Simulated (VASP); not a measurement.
Crystal: Al.

```
Al
1.0
     2.82708    0.00000    0.00000
    -1.41354    2.44832    0.00000
     0.00000    0.00000    9.18599
Al
4
Cartesian
  0.0000 0.0000 0.0000
  0.0000 0.0000 4.5930
  0.0000 1.6322 2.2965
  1.4135 0.8161 6.8895
```

* Program: VASP 6.6.1
* Task: relaxation of cell and atoms
* Functional: BLYP
* Dispersion: D3(BJ)
* Potentials or basis: VASP PAW PBE potentials, release 64 (Al)
* Cutoff: 600 eV
* k mesh: 9 × 9 × 2
* Occupations: methfessel-paxton, width 0.1 eV
* Spin: no spin polarisation

At the start: pressure -1.4 GPa; volume 15.90 Å³/atom.

Question: Where does the relaxation end?

Answer: Over 9 steps the energy falls by 5.0 meV/atom and the volume is 15.53 Å³/atom (-2.3 %); space group P6_3/mmc (No. 194, to 0.05 Å).

The path:
| step | energy change (eV) | largest force (eV/Å) | pressure (GPa) | volume (Å³) |
| --- | --- | --- | --- | --- |
| 1 | 0.0000 | 0.0000 | -1.40 | 63.58 |
| 2 | -0.0180 | 0.0000 | -0.18 | 62.30 |
| 3 | -0.0194 | 0.0000 | 0.38 | 61.81 |
| 4 | -0.0195 | 0.0000 | 0.22 | 61.93 |
| 5 | -0.0195 | 0.0000 | 0.26 | 61.90 |
| 6 | -0.0198 | 0.0000 | 0.00 | 62.12 |
| 7 | -0.0198 | 0.0000 | 0.05 | 62.07 |
| 8 | -0.0198 | 0.0000 | 0.06 | 62.06 |
| 9 | -0.0198 | 0.0000 | -0.01 | 62.12 |

Final structure:
```yaml
crystal:
  lattice:
    - [2.82991, 0.00000, 0.00000]
    - [-1.41495, 2.45077, 0.00000]
    - [0.00000, 0.00000, 8.95724]
  atoms:
    - { symbol: Al, position: [0.00000, 0.00000, 0.00000] }
    - { symbol: Al, position: [0.00000, 0.00000, 0.50000] }
    - { symbol: Al, position: [0.33333, 0.66667, 0.25000] }
    - { symbol: Al, position: [0.66667, 0.33333, 0.75000] }
```

Caveat: the PAW data sets were made with another functional, which shifts forces and pressure a little; pairwise dispersion overbinds metals, which lowers pressure and volume.
